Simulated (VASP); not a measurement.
Write the native input for VASP 6.6.1 that does the following.

```yaml
Task: single point
Functional: PBE
Potentials_or_basis: VASP PAW PBE potentials, release 64 (Ga_d, Ag, P)
Cutoff: 520 eV
k_mesh: 4 × 4 × 4
Occupations: gaussian, width 0.1 eV
Spin: no spin polarisation
Dipole_correction: no
Further_INCAR_settings: ALGO = Normal; EDIFF = 1e-06; NBANDS = 50
```

The structure of GaAg2P lies in POSCAR:

```
GaAg2P
1.0
    2.9856325129     -3.9963469965      0.0000000000
    2.9856325129      3.9963469965      0.0000000000
    0.0000000000      0.0000000000      6.2987656921
Ga Ag P
2 4 2
Direct
    0.0000000000      0.0000000000      0.5000000000
    0.0000000000      0.0000000000      0.0000000000
    0.0000000000      0.5000000000      0.7626491782
    0.0000000000      0.5000000000      0.2373508218
    0.5000000000      0.0000000000      0.7626491782
    0.5000000000      0.0000000000      0.2373508218
    0.5000000000      0.5000000000      0.6761767777
    0.5000000000      0.5000000000      0.3238232223
```

These files were run (other wordings do the same):

INCAR

```
SYSTEM = GaAg2P
PREC = Accurate
ENCUT = 520
EDIFF = 1E-6
ISMEAR = 0
SIGMA = 0.1
LREAL = .FALSE.
LASPH = .TRUE.
NELM = 80
ALGO = Normal
ISIF = 2
LWAVE = .FALSE.
LCHARG = .FALSE.
GGA = PE
NBANDS = 50
```

KPOINTS

```
regular mesh
0
G
  4 4 4
  0 0 0
```

Potentials or basis: VASP PAW PBE potentials, release 64 (Ga_d, Ag, P).

The run is started by

```bash
$ cat potpaw_PBE.64/Ga_d/POTCAR potpaw_PBE.64/Ag/POTCAR potpaw_PBE.64/P/POTCAR > POTCAR
$ mpirun -np 1 vasp_std > vasp.out
```

Results of the run:

The pressure is 0.0 GPa. The largest force is 0.021 eV/Å and the band gap on the k mesh is zero (band 40 reaches 8.70 eV, above the bottom of band 41 at 6.19 eV).

It took 110 s on 1 thread of Intel(R) Xeon(R) 6975P-C (Granite Rapids), with other jobs on the host, peak memory 0.33 GiB.
